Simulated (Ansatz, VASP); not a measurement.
# Hg in VASP and in Ansatz

Contents of INCAR:

```
PREC     = Accurate       # precision mode
ENCUT    = 520            # plane-wave cutoff, eV
EDIFF    = 1E-6           # SCF threshold, eV
ISMEAR   = -1             # smearing method
SIGMA    = 0.1            # smearing width, eV
LREAL    = F              # projectors in reciprocal space
LASPH    = T              # aspherical terms in the spheres
NELM     = 150            # most SCF steps
ALGO     = Normal         # electronic algorithm
ISIF     = 2              # what is computed and relaxed
LWAVE    = F              # write WAVECAR
LCHARG   = F              # write CHGCAR
MAGMOM   = 0 0 0          # initial moments
LORBIT   = 11             # projections on sites
LSORBIT  = T              # spin-orbit coupling
GGA_COMPAT= F            
LORBMOM  = T            
GGA      = CA             # functional
NBANDS   = 23             # bands
```

KPOINTS

```
regular mesh
0
Gamma
  11 11 11
```

The input POSCAR:

```
Hg
1.0
    2.8943239521      0.0000000000      0.0000000000
    0.0000000000      2.8943239521      0.0000000000
    0.0000000000      0.0000000000      2.8943239521
Hg
1
Direct
    0.0000000000      0.0000000000      0.0000000000
```

Input for Ansatz:

```yaml
crystal:
  lattice:
    - [2.8943239521, 0.0, 0.0]
    - [0.0, 2.8943239521, 0.0]
    - [0.0, 0.0, 2.8943239521]
  atoms:
    - { symbol: Hg, position: [0.0, 0.0, 0.0] }
hamiltonian:
  xc: lda
  pseudopotentials:
    kind: paw_fr
    azcp:
      Hg: "pseudopotentials/Hg.paw.azcp"
basis:
  ecutwfc: 420
  fft_grid_basis: typed
kpoints:
  mp_grid: { grid: [11, 11, 11], shift: [0, 0, 0] }
magnetization:
  noncollinear: true
  spin_orbit: true
scf:
  occupations: { method: fermi_dirac, width: 0.1 }
```

Alike in both runs: task single point; functional LDA; k mesh 11 × 11 × 11; occupations fermi-dirac, width 0.1 eV; non-collinear spin, spin-orbit coupling.

|  | VASP | Ansatz |
| --- | --- | --- |
| version | VASP 6.6.1 | Ansatz 0.2.0 |
| potentials or method | VASP PAW LDA potentials, release 64 (Hg), cutoff 520 eV | plane waves (420 eV) with PAW, fully relativistic with spin-orbit coupling |
| valence electrons in the cell | 12 | 20 |

|  | VASP | Ansatz | Ansatz less VASP |
| --- | --- | --- | --- |
| net moment per atom (μB) | 0.00 | 0.00 | 0.000 |

Ansatz warns that its potentials were made for another functional, while VASP's fit it. LDA's correlation is that of Perdew and Zunger in VASP and of Perdew and Wang (1992) in Ansatz. VASP's potentials hold 12 valence electrons a cell and Ansatz's 20, so a difference there can come from the potentials and not from the codes.
